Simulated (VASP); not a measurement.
A run of VASP 6.6.1 is set up as follows.

The input INCAR:

```
SYSTEM = Mg2CdO3
PREC = Accurate
ENCUT = 520
EDIFF = 1E-6
ISMEAR = 0
SIGMA = 0.1
LREAL = .False.
LASPH = .True.
NELM = 80
ALGO = Normal
ISIF = 2
LWAVE = .False.
LCHARG = .True.
GGA = PE
LELF = .True.
LVHAR = .True.
NBANDS = 46
```

KPOINTS

```
regular mesh
0
Gamma
  4 4 2
  0 0 0
```

Contents of POSCAR:

```
Mg2CdO3
1.0
    1.5601083927     -2.7024009356     -0.0001697222
   -4.6780647857     -2.7010739778     -0.0001245068
    0.0000950037     -0.0005121267     -7.7811806523
Mg Cd O
4 2 6
Direct
   -0.0001661404      0.6667067915      0.1561630556
    0.4998648170      0.1666630193      0.1561560686
    0.5001902133      0.8332996486      0.8438426262
    0.0001805402      0.3332756675      0.8438399160
    0.0000232186     -0.0000206469      0.5000124213
    0.5000096183      0.4999804492      0.5000103913
    0.4998366405      0.8332503526      0.3051135213
   -0.0001878667      0.3332854895      0.3051049258
    0.0001413432      0.6667277960      0.6949041914
    0.5001575413      0.1667513418      0.6948513711
   -0.0000470070      0.0000663701      0.0000033396
    0.4999970818      0.5000137207     -0.0000018282
```

Potentials or basis: VASP PAW PBE potentials, release 64 (Mg, Cd, O).

Run with:

```bash
$ cat potpaw_PBE.64/Mg/POTCAR potpaw_PBE.64/Cd/POTCAR potpaw_PBE.64/O/POTCAR > POTCAR
$ mpirun -np 1 vasp_std > vasp.out
```

Question: What does it give for the pressure?

Answer: 0.1 GPa.

Question: Estimate the band gap on the k mesh.

Answer: 1.93 eV.

Question: What does it give for the largest force?

Answer: 0.133 eV/Å.

Stress tensor (GPa, compression positive):
```
 0.01 -0.04  0.01
-0.04  0.03  0.00
 0.01  0.00  0.39
```

Caveat: the k points lie up to 0.50 Å⁻¹ apart. A k mesh can miss the band edges.
